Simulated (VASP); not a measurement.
Wanted: the native input for a VASP 6.6.1 run.

* Task: single point
* Functional: RPBE
* Potentials or basis: VASP PAW PBE potentials, release 64 (Ba_sv)
* Cutoff: 520 eV
* k mesh: 9 × 9 × 3
* Occupations: fermi-dirac, width 0.1 eV
* Spin: no spin polarisation
* Dipole correction: no
* Further INCAR settings: ALGO = Normal; EDIFF = 1e-06; NBANDS = 28

The structure of Ba lies in POSCAR:

```
Ba
1.0
    4.5472717373      0.0000000000      0.0000000000
   -2.2736358687      3.9380528424      0.0000000000
    0.0000000000      0.0000000000     14.8600151391
Ba
4
Direct
    0.0000000000      1.0000000000      1.0000000000
    0.0000000000      1.0000000000      0.5000000000
    0.3333333333      0.6666666667      0.2500000000
    0.6666666667      0.3333333333      0.7500000000
```

This cell differs from its parent crystal: volume scaled by 0.96.

The input as run:

INCAR

```
SYSTEM = Ba
  PREC = Accurate
  ENCUT = 520
  EDIFF = 1E-6
  ISMEAR = -1
  SIGMA = 0.1
  LREAL = .False.
  LASPH = .True.
  NELM = 100
  ALGO = Normal
  ISIF = 2
  LWAVE = .False.
  LCHARG = .True.
  GGA = RP
  LELF = .True.
  LVHAR = .True.
  NBANDS = 28
```

KPOINTS

```
Automatic mesh
0
Gamma
  9 9 3
  0 0 0
```

Potentials or basis: VASP PAW PBE potentials, release 64 (Ba_sv).

Run with:

```bash
$ cat potpaw_PBE.64/Ba_sv/POTCAR > POTCAR
$ mpirun -np 1 vasp_std > vasp.out
```

It gave:

* Pressure: 0.4 GPa
* Band gap on the k mesh: zero (band 20 reaches 1.73 eV, above the bottom of band 21 at 1.63 eV)

Caveat: the PAW data sets were made with another functional, which shifts forces and pressure a little; spin-orbit coupling is left out, which moves the levels of the heavy elements.

Run time: 4.2 min on 1 thread of Oxide Virtual Turin-like Processor, on a shared host, peak memory 0.4 GiB.
